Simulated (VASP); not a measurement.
## MgSi3N2: single point with PBE

MgSi3N2:

```
Mg Si N
1.0
     2.38402    1.37641    4.12805
    -2.38402    1.37641    4.12805
     0.00000   -2.75282    4.12805
Mg Si N
1 3 2
Cartesian
  0.0000 0.0000 0.0000
  0.0000 0.0000 6.1921
  0.0000 0.0000 3.6774
  0.0000 0.0000 8.7068
  0.0000 0.0000 10.3740
  0.0000 0.0000 2.0101
```

The cell was built from a structure type or drawn by symmetry, and may not be a known phase.

| Quantity | Value |
| --- | --- |
| Program | VASP 6.6.1 |
| Task | single point |
| Functional | PBE |
| Potentials or basis | VASP PAW PBE potentials, release 64 (Mg, Si, N) |
| Cutoff | 520 eV |
| k mesh | 6 × 6 × 6 |
| Occupations | gaussian, width 0.1 eV |
| Spin | no spin polarisation |

The pressure is -0.1 GPa and the largest force is 0.060 eV/Å. The band gap on the k mesh is zero (bands 12 and 13 overlap by 1.43 eV).

Forces on the atoms (eV/Å):
```
Mg   0.000  0.000  0.000
Si   0.000  0.000  0.000
Si   0.000  0.000  0.060
Si   0.000  0.000 -0.060
N    0.000  0.000  0.053
N    0.000  0.000 -0.053
```

Stress tensor (GPa, compression positive):
```
-0.22  0.00  0.00
 0.00 -0.22  0.00
 0.00  0.00  0.13
```

Levels at points of the mesh, in eV from the Fermi level:
```csv
k point,band 9,band 10,band 11,band 12,band 13,band 14,band 15,band 16
"(0.00, 0.00, 0.00)",-3.02,-2.57,-2.57,-0.72,-0.72,0.21,0.21,3.54
"(0.50, 0.00, 0.00)",-2.29,-2.25,-1.33,-0.27,0.18,2.33,2.49,3.43
"(0.50, 0.50, 0.00)",-1.74,-1.31,-0.55,0.10,1.10,1.20,3.41,3.74
"(0.50, 0.50, 0.50)",-3.87,-3.24,0.20,0.63,0.63,2.05,2.05,3.07
```

Wall time 110 s on 1 thread of Intel Xeon 8259CL (shared host), peak memory 0.26 GiB.
